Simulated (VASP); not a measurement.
Here is a VASP 6.6.1 calculation.

INCAR

```
SYSTEM = CoSn
  ALGO = Normal
  EDIFF = 1E-7
  ENCUT = 520
  GGA = PE
  ISIF = 2
  ISMEAR = 0
  LASPH = .TRUE.
  LCHARG = .FALSE.
  LREAL = .FALSE.
  LWAVE = .FALSE.
  NBANDS = 44
  NELM = 100
  PREC = Accurate
  SIGMA = 0.1
```

The input KPOINTS:

```
k-points
0
G
  6 6 4
  0 0 0
```

POSCAR

```
CoSn
1.0
    5.2460399276      0.0000000000      0.0000000000
   -2.6230199638      4.5432038466      0.0000000000
    0.0000000000      0.0000000000      4.1875903000
Co Sn
3 3
Direct
    0.0000000000      0.5000000000      0.0000000000
    0.5000000000      0.5000000000      0.0000000000
    0.5000000000      0.0000000000      0.0000000000
    0.6666666700      0.3333333300      0.5000000000
    0.3333333300      0.6666666700      0.5000000000
    0.0000000000      0.0000000000      0.0000000000
```

Potentials or basis: VASP PAW PBE potentials, release 64 (Co, Sn_d).

Run with:

```console
$ cat potpaw_PBE.64/Co/POTCAR potpaw_PBE.64/Sn_d/POTCAR > POTCAR
$ mpirun -np 1 vasp_std > vasp.out
```

(1) Estimate the pressure.

Results:

(1) 4.0 GPa.

Caveat: the k points lie up to 0.38 Å⁻¹ apart.
